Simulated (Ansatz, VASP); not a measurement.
## CaZr2N3 in VASP and in Ansatz

```
Ca Zr N
1.0
     2.29992   -5.33001    0.00000
     2.29992    5.33001    0.00000
     0.00000    0.00000    3.48027
Ca Zr N
1 2 3
Direct
  0.00000 0.00000 0.00000
  0.64900 0.35100 0.50000
  0.35100 0.64900 0.50000
  0.15875 0.84125 0.50000
  0.84125 0.15875 0.50000
  0.50000 0.50000 0.00000
```

Change from the starting cell: species swapped into the Li2BiO3 type (Cmmm, No. 65).

Alike in both runs: functional PBE; k mesh 4 × 4 × 6; occupations gaussian, width 0.1 eV; no spin polarisation.

Ansatz relaxed the structure, and its values are those at the end. VASP's run is a single point on that final structure, the one shown.

```csv
,VASP,Ansatz
version,VASP 6.6.1,Ansatz 0.2.0
potentials or method,"VASP PAW PBE potentials, release 64 (Ca_sv, Zr_sv, N), cutoff 520 eV","scalar-relativistic, plane waves, PAW"
valence electrons in the cell,49,49
```

VASP gave:

- gap on the k mesh at the Fermi level (eV): none
- pressure (GPa): 0.3
- rms of the force components (eV/Å): 0.010

Problem. What did Ansatz give for the same quantities?

Solution. gap on the k mesh at the Fermi level (eV): none; pressure (GPa): -0.1; rms of the force components (eV/Å): 0.005.

A gap of «none» marks a metal or a gap that the smearing closes.

The k mesh is coarse, so the values compare programs but aren't converged.
